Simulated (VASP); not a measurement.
A run of VASP 6.6.1 is set up as follows.

INCAR

```
SYSTEM = TiO2
PREC     = Accurate       ! precision mode
ENCUT    = 520            ! plane-wave cutoff, eV
EDIFF    = 1E-6           ! SCF threshold, eV
ISMEAR   = 0              ! smearing method
SIGMA    = 1.5            ! smearing width, eV
LREAL    = .FALSE.        ! projectors in reciprocal space
LASPH    = .TRUE.         ! aspherical terms in the spheres
NELM     = 120            ! most SCF steps
ALGO     = Normal         ! electronic algorithm
ISIF     = 2              ! what is computed and relaxed
LWAVE    = .FALSE.        ! write WAVECAR
LCHARG   = .FALSE.        ! write CHGCAR
LDIPOL   = .TRUE.       
IDIPOL   = 3            
DIPOL    = 0.5 0.5 0.500
GGA      = PS             ! functional
NBANDS   = 87             ! bands
GGA_COMPAT= .FALSE.      
NELMDL   = -8
```

The input KPOINTS:

```
Automatic mesh
0
G
  9 6 1
  0 0 0
```

POSCAR

```
TiO2
1.0
    2.9389939992      0.0000000000      0.0000000000
    0.0000000000      4.5912476233      0.0000000000
    0.0000000000      0.0000000000     28.2738593696
O Ti
12 6
Direct
    0.5000000000      0.1955612568      0.2652626902
    0.5000000000      0.8044387432      0.3287750777
    0.0000000000      0.3044387432      0.3464551367
    0.0000000000      0.6955612568      0.4099675241
    0.5000000000      0.1955612568      0.4276475831
    0.5000000000      0.8044387432      0.4911599705
    0.0000000000      0.3044387432      0.5088400295
    0.0000000000      0.6955612568      0.5723524169
    0.5000000000      0.1955612568      0.5900324759
    0.5000000000      0.8044387432      0.6535448633
    0.0000000000      0.3044387432      0.6712249223
    0.0000000000      0.6955612568      0.7347373098
    0.0000000000      0.0000000000      0.2970188840
    0.5000000000      0.5000000000      0.3782113304
    0.0000000000      0.0000000000      0.4594037768
    0.5000000000      0.5000000000      0.5405962232
    0.0000000000      0.0000000000      0.6217886696
    0.5000000000      0.5000000000      0.7029811160
```

Potentials or basis: VASP PAW PBE potentials, release 64 (O, Ti_sv).

Run with:

```sh
$ cat potpaw_PBE.64/O/POTCAR potpaw_PBE.64/Ti_sv/POTCAR > POTCAR
$ mpirun -np 1 vasp_std > vasp.out
```

What does it give for the largest force?

3.282 eV/Å.

Estimate the band gap on the k mesh.

2.26 eV (least direct gap 2.27 eV).

Forces in eV/Å, atoms in the order of the input:
```
O    0.000 -1.782  0.574
O    0.000 -0.850 -0.314
O    0.000 -0.753 -0.730
O    0.000  0.069  0.022
O    0.000  0.161 -0.191
O    0.000 -0.157  0.154
O    0.000 -0.157 -0.154
O    0.000  0.161  0.191
O    0.000  0.069 -0.022
O    0.000 -0.753  0.730
O    0.000 -0.850  0.314
O    0.000 -1.782 -0.574
Ti   0.000  3.282  0.024
Ti   0.000  0.011  0.288
Ti   0.000  0.020  0.056
Ti   0.000  0.020 -0.056
Ti   0.000  0.011 -0.288
Ti   0.000  3.282 -0.024
```

Caveat: so wide a smearing shifts energies and pressures; the PAW data sets were made with another functional, which shifts forces and pressure a little.
